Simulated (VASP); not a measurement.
A run of VASP 6.6.1 is set up as follows.

File POSCAR:

```
FeSi
1.0
    2.7270295647      0.0000000000      0.0000000000
    0.0000000000      2.7270295647      0.0000000000
    0.0000000000      0.0000000000      2.7270295647
Fe Si
1 1
Direct
    0.0000000000      0.0000000000      0.0000000000
    0.5000000000      0.5000000000      0.5000000000
```

Contents of INCAR.step1:

```
SYSTEM = FeSi
ALGO     = Normal         ! electronic algorithm
EDIFF    = 1E-4           ! SCF threshold, eV
ENCUT    = 600            ! plane-wave cutoff, eV
GGA      = PE             ! functional
ISMEAR   = 0              ! smearing method
LASPH    = .True.         ! aspherical terms in the spheres
LCHARG   = .False.        ! write CHGCAR
LREAL    = .False.        ! projectors in reciprocal space
LWAVE    = .True.         ! write WAVECAR
NELM     = 80             ! most SCF steps
PREC     = Accurate       ! precision mode
SIGMA    = 0.05           ! smearing width, eV
```

INCAR.step2

```
SYSTEM = FeSi
ALGO     = Normal         ! electronic algorithm
EDIFF    = 1E-6           ! SCF threshold, eV
EDIFFG   = -0.01          ! ionic threshold
ENCUT    = 600            ! plane-wave cutoff, eV
IBRION   = 2              ! ionic algorithm
ISIF     = 3              ! what is computed and relaxed
ISMEAR   = 0              ! smearing method
ISTART   = 1            
LASPH    = .True.         ! aspherical terms in the spheres
LCHARG   = .False.        ! write CHGCAR
LMIXTAU  = .True.       
LREAL    = .False.        ! projectors in reciprocal space
LWAVE    = .False.        ! write WAVECAR
METAGGA  = R2SCAN         ! meta-GGA
NELM     = 80             ! most SCF steps
NSW      = 50             ! ionic steps
PREC     = Accurate       ! precision mode
SIGMA    = 0.05           ! smearing width, eV
```

The input KPOINTS:

```
k-points
0
Gamma
  16 16 16
  0 0 0
```

Potentials or basis: VASP PAW PBE potentials, release 64 (Fe, Si).

The run is started by

```sh
$ cat potpaw_PBE.64/Fe/POTCAR potpaw_PBE.64/Si/POTCAR > POTCAR
$ cp INCAR.step1 INCAR
$ mpirun -np 1 vasp_std > vasp.out
$ cp INCAR.step2 INCAR
$ mpirun -np 1 vasp_std > vasp.out
```

Task: Predict the relaxed volume.

Result: 10.16 Å³/atom.

Task: Predict the band gap on the k mesh.

Result: Zero (band 6 reaches 11.75 eV, above the bottom of band 7 at 11.69 eV).

Final structure:
```xyz
2
Lattice="2.7288 0.0000 0.0000 0.0000 2.7288 0.0000 0.0000 0.0000 2.7288" Properties=species:S:1:pos:R:3 pbc="T T T"
Fe    0.0000    0.0000    0.0000
Si    1.3644    1.3644    1.3644
```

Caveat: the PAW data sets were made with another functional, which shifts forces and pressure a little. Spin polarisation is off, so any magnetic state and its effect on volume and gap are missing.
